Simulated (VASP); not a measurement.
# SiN in VASP: further runs

The runs below take SiN through single point, relaxation of cell and atoms, with r2SCAN.

Program: VASP 6.6.1. These are calculated values, not measurements. Logs are shortened: lines on timing, memory, paths and dates and some standing lists are left out, and cuts for length are marked.

## 1. The cell of the first run

Symmetry: P6_3/mmc, No. 194, hexagonal system. The conventional cell has a = 2.704 Å, b = 2.704 Å, c = 5.290 Å, α = 90.00°, β = 90.00°, γ = 120.00°. Within 2.8 Å of Si (site symmetry -6m2) lie 6 N at 2.05 Å and 6 Si at 2.70 Å. N (site symmetry -3m) has 6 Si at 2.05 Å and 8 N at 2.64 to 2.70 Å within 2.8 Å.

## 2. Single point, r2SCAN

Input file POSCAR:

```
SiN
1.0
    2.7040097604      0.0000000000      0.0000000000
   -1.3520048802      2.3417411446      0.0000000000
    0.0000000000      0.0000000000      5.2898530671
Si N
2 2
Direct
    0.6666666667      0.3333333333      0.7500000000
    0.3333333333      0.6666666667      0.2500000000
    0.0000000000      0.0000000000      0.0000000000
    0.0000000000      0.0000000000      0.5000000000
```

Input file INCAR.step1:

```
SYSTEM = SiN
PREC = Accurate
ENCUT = 520
ISMEAR = 0
SIGMA = 0.1
LREAL = .False.
LASPH = .True.
NELM = 60
NBANDS = 17
GGA = PE
ALGO = Normal
EDIFF = 1E-4
LWAVE = .True.
LCHARG = .False.
```

Input file INCAR.step2:

```
SYSTEM = SiN
PREC = Accurate
ENCUT = 520
EDIFF = 1E-6
ISMEAR = 0
SIGMA = 0.1
LREAL = .False.
LASPH = .True.
NELM = 60
ALGO = Normal
ISIF = 2
LWAVE = .False.
LCHARG = .True.
METAGGA = R2SCAN
LMIXTAU = .True.
LELF = .True.
LVHAR = .True.
NBANDS = 17
ISTART = 1
```

Input file KPOINTS:

```
regular mesh
0
Gamma
  12 12 4
  0 0 0
```

Potentials or basis: VASP PAW PBE potentials, release 64 (Si, N).

The run is started by

```
$ cat potpaw_PBE.64/Si/POTCAR potpaw_PBE.64/N/POTCAR > POTCAR
$ cp INCAR.step1 INCAR
$ mpirun -np 1 vasp_std > vasp.out
$ cp INCAR.step2 INCAR
$ mpirun -np 1 vasp_std > vasp.out
```

OUTCAR:

```text
SYSTEM = SiN
   PREC = Accurate
   ENCUT = 520
   EDIFF = 1E-6
   ISMEAR = 0
   LREAL = .False.
   LASPH = .True.
   NELM = 60
   ISIF = 2
   METAGGA = R2SCAN
   ISTART = 1

 ion  position               nearest neighbor table
   1  0.667  0.333  0.750-   3 2.05   4 2.05   3 2.05   4 2.05   3 2.05   4 2.05   2 3.07   2 3.07
                             2 3.07   2 3.07   2 3.07   2 3.07
   2  0.333  0.667  0.250-   3 2.05   4 2.05   3 2.05   4 2.05   3 2.05   4 2.05   1 3.07   1 3.07
                             1 3.07   1 3.07   1 3.07   1 3.07
   3  0.000  0.000  0.000-   1 2.05   2 2.05   1 2.05   2 2.05   1 2.05   2 2.05
   4  0.000  0.000  0.500-   1 2.05   2 2.05   1 2.05   2 2.05   1 2.05   2 2.05

  LATTYP: Found a hexagonal cell.
 ALAT       =     2.7040097604
 C/A-ratio  =     1.9562995462

  Lattice vectors:

 A1 = (   2.7040097604,   0.0000000000,   0.0000000000)
 A2 = (  -1.3520048802,   2.3417411446,   0.0000000000)
 A3 = (   0.0000000000,   0.0000000000,   5.2898530671)

Analysis of symmetry for initial positions (statically):
=====================================================================
 Subroutine PRICEL returns:
 Original cell was already a primitive cell.

 Routine SETGRP: Setting up the symmetry group for a
 hexagonal supercell.

 Subroutine GETGRP returns: Found 24 space group operations
 (whereof 12 operations were pure point group operations)
 out of a pool of 24 trial point group operations.

The static configuration has the point symmetry D_3d.
 The point group associated with its full space group is D_6h.

Analysis of symmetry for dynamics (positions and initial velocities):
=====================================================================
 Subroutine PRICEL returns:
 Original cell was already a primitive cell.

 Routine SETGRP: Setting up the symmetry group for a
 hexagonal supercell.

 Subroutine GETGRP returns: Found 24 space group operations
 (whereof 12 operations were pure point group operations)
 out of a pool of 24 trial point group operations.

The dynamic configuration has the point symmetry D_3d.
 The point group associated with its full space group is D_6h.

 Subroutine INISYM returns: Found 24 space group operations
 (whereof 12 operations are pure point group operations),
 and found     1 'primitive' translations

----------------------------------------------------------------------------------------

                                     Primitive cell

  volume of cell :      33.4958

  direct lattice vectors                    reciprocal lattice vectors
     2.704009760  0.000000000  0.000000000     0.369821150  0.213516341  0.000000000
    -1.352004880  2.341741145  0.000000000     0.000000000  0.427032681  0.000000000
     0.000000000  0.000000000  5.289853067     0.000000000  0.000000000  0.189041168

  length of vectors
     2.704009760  2.704009760  5.289853067     0.427032681  0.427032681  0.189041168

  position of ions in fractional coordinates (direct lattice)
     0.666666667  0.333333333  0.750000000
     0.333333333  0.666666667  0.250000000
     0.000000000  0.000000000  0.000000000
     0.000000000  0.000000000  0.500000000

  ion indices of the primitive-cell ions
   primitive index   ion index
                 1           1
                 2           2
                 3           3
                 4           4

----------------------------------------------------------------------------------------

 KPOINTS: regular mesh

Automatic generation of k-mesh.
 Grid dimensions read from file:
 generate k-points for:   12   12    4

 Generating k-lattice:

  Cartesian coordinates                     Fractional coordinates (reciprocal lattice)
     0.030818429  0.017793028  0.000000000     0.083333333  0.000000000  0.000000000
     0.000000000  0.035586057  0.000000000     0.000000000  0.083333333  0.000000000
     0.000000000  0.000000000  0.047260292     0.000000000  0.000000000  0.250000000

  Length of vectors
     0.035586057  0.035586057  0.047260292

  Shift w.r.t. Gamma in fractional coordinates (k-lattice)
     0.000000000  0.000000000  0.000000000

 Subroutine IBZKPT returns following result:
 ===========================================

 Found     57 irreducible k-points:

 Following reciprocal coordinates:
            Coordinates               Weight
  0.000000  0.000000  0.000000      1.000000
  0.083333 -0.000000  0.000000      6.000000
  0.166667  0.000000  0.000000      6.000000
  0.250000  0.000000  0.000000      6.000000
  0.333333 -0.000000  0.000000      6.000000
  0.416667  0.000000  0.000000      6.000000
[... 16 lines left out ...]
  0.250000  0.000000  0.250000     12.000000
  0.333333 -0.000000  0.250000     12.000000
 [... further k-points ...]
   k-points           NKPTS =     57   k-points in BZ     NKDIM =     57   number of bands    NBANDS=     17
   number of dos      NEDOS =    301   number of ions     NIONS =      4
   total plane-waves  NPLWV =  16000
   dimension x,y,z NGX =    20 NGY =   20 NGZ =   40
   dimension x,y,z NGXF=    40 NGYF=   40 NGZF=   80
   ions per type =               2   2
   NGX,Y,Z   is equivalent  to a cutoff of  12.30, 12.30, 12.57 a.u.
   NGXF,Y,Z  is equivalent  to a cutoff of  24.59, 24.59, 25.14 a.u.
 SYSTEM =  SiN
   PREC   = accura    normal or accurate (medium, high low for compatibility)
   ISTART =      1    job   : 0-new  1-cont  2-samecut
   ICHARG =      0    charge: 1-file 2-atom 10-const
   ISPIN  =      1    spin polarized calculation?
   LNONCOLLINEAR =      F non collinear calculations
   LSORBIT =      F    spin-orbit coupling
   LASPH  =      T    aspherical Exc in radial PAW
   ENCUT  =  520.0 eV  38.22 Ry    6.18 a.u.   5.03  5.03  9.84*2*pi/ulx,y,z
   NELM   =     60;   NELMIN=  2; NELMDL=  0     # of ELM steps
   EDIFF  = 0.1E-05   stopping-criterion for ELM
   LREAL  =      F    real-space projection
[... 7 lines left out ...]
   TEBEG  =    0.0;   TEEND  =   0.0 temperature during run
   PSTRESS=    0.0 pullay stress
   NELECT =      18.0000    total number of electrons
   NUPDOWN=      -1.0000    fix difference up-down
   EMIN   =  10.00;   EMAX   =-10.00  energy-range for DOS
   EFERMI =   0.00;   METHOD = LEGACY
   ISMEAR =     0;   SIGMA  =   0.10  broadening in eV -4-tet -1-fermi 0-gaus
   EFERMI_NEDOS =   21; number of points for ismear=-14 and -15
   IALGO  =     38    algorithm
   IMIX   =      4    mixing-type and parameters
     AMIX     =   0.40;   BMIX     =  1.00
     AMIX_MAG =   1.60;   BMIX_MAG =  1.00
  volume/ion in A,a.u.               =       8.37        56.51
  Fermi-wavevector in a.u.,A,eV,Ry     =   1.330971  2.515171 24.102518  1.771485
  Thomas-Fermi vector in A             =   2.460018
   LORBIT       =      0    0 simple, 1 ext, 2 COOP (PROOUT), +10 PAW based schemes
   METAGGA = R2SCAN    functional components
   LHFCALC =     F    Hartree Fock is set to
   AEXX    =    0.0000 exact exchange contribution
   IVDW    =     0    specifies the selected vdW correction
   LEPSILON=     F    determine dielectric tensor
   LRPA    =     F    only Hartree local field effects (RPA)
 non-spin polarized calculation
 Gauss-broadening in eV      SIGMA  =   0.10
  energy-cutoff  :      520.00
  volume of cell :       33.50
 maximum number of plane-waves:       924
 NGX is ok and might be reduce to    20
   NGX =  9   NGY =  9   NGZ = 19

 number of electron      18.0000002 magnetization

 Free energy of the ion-electron system (eV)
  ---------------------------------------------------
  ext. energy  EPLUGINS =         0.00000000
  ---------------------------------------------------
  free energy    TOTEN  =       -33.92401720 eV

  energy without entropy =      -33.91892660  energy(sigma->0) =      -33.92147190

 E-fermi :  13.5525     XC(G=0): -13.5386

 val. band max:       13.5382865574   @ k =   0.2500   0.2500   0.2500
 cond. band min:      13.5559260028   @ k =   0.0833  -0.0000   0.2500
 fundamental gap:      0.0176394454
 Fermi energy:        13.5525162129

 k-point     1 :       0.0000    0.0000    0.0000
  band No.  band energies     occupation
      1      -9.3700      2.00000
      2      -6.3607      2.00000
      3      -1.8080      2.00000
      4       7.6808      2.00000
      5       9.7101      2.00000
      6       9.7101      2.00000
[... 9 lines left out ...]
     16      24.2794      0.00000
     17      24.7091      0.00000

 k-point     2 :       0.0833   -0.0000    0.0000
  band No.  band energies     occupation
      1      -9.2175      2.00000
      2      -6.2310      2.00000
      3      -1.6382      2.00000
      4       7.7810      2.00000
      5       8.6263      2.00000
      6       9.5238      2.00000
[... 9 lines left out ...]
     16      22.8743      0.00000
     17      24.2364      0.00000

 k-point     3 :       0.1667    0.0000    0.0000
  band No.  band energies     occupation
      1      -8.7679      2.00000
      2      -5.8511      2.00000
      3      -1.1362      2.00000
      4       6.6799      2.00000
      5       8.0627      2.00000
      6       8.7979      2.00000
[... 9 lines left out ...]
     16      22.6264      0.00000
     17      22.8549      0.00000

 k-point     4 :       0.2500    0.0000    0.0000
  band No.  band energies     occupation
      1      -8.0509      2.00000
      2      -5.2553      2.00000
      3      -0.3285      2.00000
      4       4.5316      2.00000
      5       6.9840      2.00000
      6       8.5118      2.00000
[... 9 lines left out ...]
     16      23.3408      0.00000
     17      23.4713      0.00000

 k-point     5 :       0.3333   -0.0000    0.0000
  band No.  band energies     occupation
      1      -7.1409      2.00000
      2      -4.5247      2.00000
      3       0.7160      2.00000
      4       2.4812      2.00000
      5       5.2624      2.00000
      6       8.0310      2.00000
[... 9 lines left out ...]
     16      24.1382      0.00000
     17      24.1877      0.00000

 k-point     6 :       0.4167    0.0000    0.0000
  band No.  band energies     occupation
      1      -6.2340      2.00000
      2      -3.8417      2.00000
      3       0.8406      2.00000
      4       1.8096      2.00000
      5       3.9381      2.00000
      6       7.7120      2.00000
[... 9 lines left out ...]
     16      24.0105      0.00000
     17      24.5608      0.00000

 k-point     7 :       0.5000    0.0000    0.0000
  band No.  band energies     occupation
      1      -5.7984      2.00000
      2      -3.5383      2.00000
      3       0.1584      2.00000
      4       2.3626      2.00000
      5       3.4139      2.00000
      6       7.6011      2.00000
[... 9 lines left out ...]
     16      23.8091      0.00000
     17      24.6670      0.00000

 k-point     8 :       0.0833    0.0833    0.0000
  band No.  band energies     occupation
      1      -8.9163      2.00000
      2      -5.9760      2.00000
      3      -1.3023      2.00000
      4       7.3043      2.00000
      5       7.9741      2.00000
      6       9.0770      2.00000
[... 9 lines left out ...]
     16      22.8910      0.00000
     17      22.9819      0.00000
[... 203 lines left out ...]
      1      -5.1875      2.00000
      2      -3.0805      2.00000
      3       2.1364      2.00000
      4       2.1364      2.00000
      5       3.1190      2.00000
      6       5.1105      2.00000
[... 9 lines left out ...]
     16      25.2781      0.00000
     17      27.1079      0.00000

 k-point    20 :       0.0000    0.0000    0.2500
  band No.  band energies     occupation
      1      -9.0920      2.00000
      2      -7.1235      2.00000
      3      -0.5089      2.00000
      4       5.4344      2.00000
      5       9.8623      2.00000
      6       9.8623      2.00000
[... 9 lines left out ...]
     16      23.4747      0.00000
     17      24.9658      0.00000

 k-point    21 :       0.0833   -0.0000    0.2500
  band No.  band energies     occupation
      1      -8.9406      2.00000
      2      -6.9846      2.00000
      3      -0.3511      2.00000
      4       5.5402      2.00000
      5       8.9642      2.00000
      6       9.6810      2.00000
[... 9 lines left out ...]
     16      22.8463      0.00000
     17      24.4767      0.00000

 k-point    22 :       0.1667    0.0000    0.2500
  band No.  band energies     occupation
      1      -8.4947      2.00000
      2      -6.5769      2.00000
      3       0.1142      2.00000
      4       5.7501      2.00000
      5       7.2207      2.00000
      6       8.4149      2.00000
[... 9 lines left out ...]
     16      22.6055      0.00000
     17      23.1086      0.00000

 k-point    23 :       0.2500    0.0000    0.2500
  band No.  band energies     occupation
      1      -7.7843      2.00000
      2      -5.9344      2.00000
      3       0.8566      2.00000
      4       4.6756      2.00000
      5       6.4860      2.00000
      6       6.7387      2.00000
[... 9 lines left out ...]
     16      23.1019      0.00000
     17      23.4711      0.00000

 k-point    24 :       0.3333   -0.0000    0.2500
  band No.  band energies     occupation
      1      -6.8850      2.00000
      2      -5.1385      2.00000
      3       1.7951      2.00000
      4       2.7280      2.00000
      5       4.6794      2.00000
      6       7.2948      2.00000
[... 9 lines left out ...]
     16      23.3746      0.00000
     17      24.4860      0.00000

 [... further k-points ...]
[... 5 lines left out ...]
  --------------------------------------------------------------------------------------
  -------------------------------------------------------------------------------------
  Total        0.0801585      0.0801585      0.0618050      0.0000000     -0.0000000      0.0000000
  in kB        3.8341505      3.8341505      2.9562638      0.0000000     -0.0000000      0.0000000
  external PRESSURE =       3.5415216 kB  Pullay stress =       0.0000000 kB

 VOLUME and BASIS-vectors are now :
 -----------------------------------------------------------------------------
  energy-cutoff  :      520.00
  volume of cell :       33.50
      direct lattice vectors                 reciprocal lattice vectors
     2.704009760  0.000000000  0.000000000     0.369821150  0.213516341  0.000000000
    -1.352004880  2.341741145  0.000000000     0.000000000  0.427032681  0.000000000
     0.000000000  0.000000000  5.289853067     0.000000000  0.000000000  0.189041168

 POSITION                                       TOTAL-FORCE (eV/Angst)
 -----------------------------------------------------------------------------------
      1.35200      0.78058      3.96739        -0.000000     -0.000000      0.000000
     -0.00000      1.56116      1.32246         0.000000      0.000000      0.000000
      0.00000      0.00000      0.00000         0.000000      0.000000      0.000000
      0.00000      0.00000      2.64493         0.000000      0.000000      0.000000
 -----------------------------------------------------------------------------------
    total drift:                               -0.000000      0.000000     -0.000000

  FREE ENERGIE OF THE ION-ELECTRON SYSTEM (eV)
  ---------------------------------------------------
  free  energy   TOTEN  =       -33.9240171967 eV

  energy  without entropy=      -33.9189265999  energy(sigma->0) =      -33.92147190
```

It took 2.7 min on 1 thread of Intel Xeon 8259CL, shared host; peak memory 0.16 GiB.

Results:

| Property | Result |
| --- | --- |
| Free energy | -33.9240 eV |
| Pressure | 0.4 GPa |
| Band gap on the k mesh | zero (bands 9 and 10 overlap by 5.87 eV) |

Stress tensor (GPa, compression positive):
```
0.38 0.00 0.00
0.00 0.38 0.00
0.00 0.00 0.30
```

Levels at points of the mesh, in eV from the Fermi level:
```
           k point  band 7  band 8  band 9  band 10  band 11  band 12
(0.00, 0.00, 0.00)   -2.63   -2.63   -2.33     4.87     5.81     6.61
(0.50, 0.00, 0.00)   -5.67   -4.32   -3.96     0.00     3.90     4.39
(0.00, 0.00, 0.50)   -3.29   -3.29    1.78     1.78     7.88     7.88
(0.50, 0.00, 0.50)   -5.25   -5.25   -1.37    -1.37     1.82     1.82
```

Caveat: the PAW data sets were made with another functional, which shifts forces and pressure a little.

## 3. Single point, r2SCAN

This run uses another cell than the first one, of 8.41 Å³/atom.

Input file POSCAR:

```
SiN
1.0
    2.7100141463      0.0000000000      0.0000000000
   -1.3550070732      2.3469410953      0.0000000000
    0.0000000000      0.0000000000      5.2882785690
Si N
2 2
Direct
    0.6666666667      0.3333333333      0.7500000000
    0.3333333333      0.6666666667      0.2500000000
    0.0000000000      0.0000000000      0.0000000000
    0.0000000000      0.0000000000      0.5000000000
```

Input file INCAR.step1:

```
PREC = Accurate ; ENCUT = 520
ISMEAR = 0 ; SIGMA = 0.1
LREAL = False ; LASPH = True
NELM = 60 ; NBANDS = 17
GGA = PE ; ALGO = Normal
EDIFF = 1E-4 ; LWAVE = True
LCHARG = False
```

Input file INCAR.step2:

```
PREC = Accurate ; ENCUT = 520
EDIFF = 1E-6 ; ISMEAR = 0
SIGMA = 0.1 ; LREAL = False
LASPH = True ; NELM = 60
ALGO = Normal ; ISIF = 2
LWAVE = False ; LCHARG = False
METAGGA = R2SCAN ; LMIXTAU = True
NBANDS = 17 ; ISTART = 1
```

Input file KPOINTS:

```
regular mesh
0
Gamma
  18 18 8
```

Potentials or basis: VASP PAW PBE potentials, release 64 (Si, N).

The run is started by

```
$ cat potpaw_PBE.64/Si/POTCAR potpaw_PBE.64/N/POTCAR > POTCAR
$ cp INCAR.step1 INCAR
$ mpirun -np 1 vasp_std > vasp.out
$ cp INCAR.step2 INCAR
$ mpirun -np 1 vasp_std > vasp.out
```

Run time: 7.9 min. Hardware: 1 thread of Intel Xeon 8259CL, shared host; peak memory 0.21 GiB.

It converged, with:

```yaml
Free_energy: -33.9225 eV
Pressure: 0.4 GPa
Band_gap_on_the_k_mesh: zero (bands 9 and 10 overlap by 5.85 eV)
```

Levels at points of the mesh, in eV from the Fermi level:
```tsv
k point	band 5	band 6	band 7	band 8	band 9	band 10	band 11	band 12	band 13	band 14
(0.00, 0.00, 0.00)	-4.02	-4.02	-2.80	-2.80	-2.48	4.69	5.57	6.43	7.07	7.07
(0.50, 0.00, 0.00)	-10.27	-6.12	-5.81	-4.48	-4.08	-0.19	3.76	4.20	4.65	6.36
(0.00, 0.00, 0.50)	-3.46	-3.46	-3.46	-3.46	1.59	1.59	7.69	7.69	8.29	8.29
(0.50, 0.00, 0.50)	-8.12	-8.12	-5.41	-5.41	-1.51	-1.51	1.62	1.62	7.37	7.37
```

Caveat: the PAW data sets were made with another functional, which shifts forces and pressure a little.

[end of part 1 of 2]

The gap in the log of VASP goes by the Fermi energy; the results here count the filled bands.